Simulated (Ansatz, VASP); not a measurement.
## One calculation of LiF, two programs

```xyz
2
Lattice="0.0000 2.0033 2.0033 2.0033 0.0000 2.0033 2.0033 2.0033 0.0000" Properties=species:S:1:pos:R:3 pbc="T T T"
Li    0.0000    0.0000    0.0000
F     2.0033    2.0033    2.0033
```

Alike in both runs: task single point; functional PBEsol; k mesh 14 × 14 × 14; occupations gaussian, width 0.02 eV; no spin polarisation.

|  | VASP | Ansatz |
| --- | --- | --- |
| version | VASP 6.6.1 | Ansatz 0.2.0 |
| potentials or method | VASP PAW PBE potentials, release 64 (Li_sv, F), cutoff 750 eV | scalar-relativistic, plane waves, PAW |
| valence electrons in the cell | 10 | 10 |

|  | VASP | Ansatz | Ansatz less VASP |
| --- | --- | --- | --- |
| gap on the k mesh at the Fermi level (eV) | 9.05 | 9.06 | +0.010 |
| least direct gap on the mesh (eV) | 9.05 | 9.06 | +0.011 |
| pressure (GPa) | -0.3 | 0.0 | +0.31 |

VASP's potentials were made for PBE, not for PBEsol, and Ansatz warns of the same on its side. The functional is the same, so the differences come from potentials, cutoffs and numerics.
